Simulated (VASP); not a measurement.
Input of a VASP 6.6.1 run:

File POSCAR:

```
PtS2
1.0
    3.4574137688      0.0000000000      0.0000000000
   -1.7287068844      2.9942081552      0.0000000000
    0.0000000000      0.0000000000      4.9855387530
Pt S
1 2
Direct
    0.0000000000      0.0000000000      0.0000000000
    0.3333333333      0.6666666667      0.2539826230
    0.6666666667      0.3333333333      0.7460173770
```

INCAR.step1

```
ALGO = Normal
EDIFF = 1E-5
ENCUT = 520
GGA = PE
ISIF = 2
ISMEAR = 0
LASPH = True
LREAL = False
LWAVE = True
NBANDS = 18
NELM = 100
PREC = Accurate
SIGMA = 0.01
```

File INCAR.step2:

```
ALGO = Normal
EDIFF = 1E-6
ENCUT = 520
GGA = PE
HFSCREEN = 0.2079
ISIF = 2
ISMEAR = 0
ISTART = 1
LASPH = True
LCHARG = True
LELF = True
LHFCALC = True
LREAL = False
LVHAR = True
LWAVE = False
NBANDS = 18
NELM = 100
PREC = Accurate
PRECFOCK = Normal
SIGMA = 0.01
```

KPOINTS

```
k-points
0
Gamma
  6 6 4
```

Potentials or basis: VASP PAW PBE potentials, release 64 (Pt, S).

The run is started by

```bash
$ cat potpaw_PBE.64/Pt/POTCAR potpaw_PBE.64/S/POTCAR > POTCAR
$ cp INCAR.step1 INCAR
$ mpirun -np 1 vasp_std > vasp.out
$ cp INCAR.step2 INCAR
$ mpirun -np 1 vasp_std > vasp.out
```

(1) What does it give for the largest force?

(2) What does it give for the pressure?

Answers

(1) 0.415 eV/Å.

(2) 5.7 GPa.

Caveat: the cell differs from its parent crystal (strain -2.7%); the stress differs along the axes, from 2 to 8 GPa; the PAW data sets were made with another functional, which shifts forces and pressure a little.
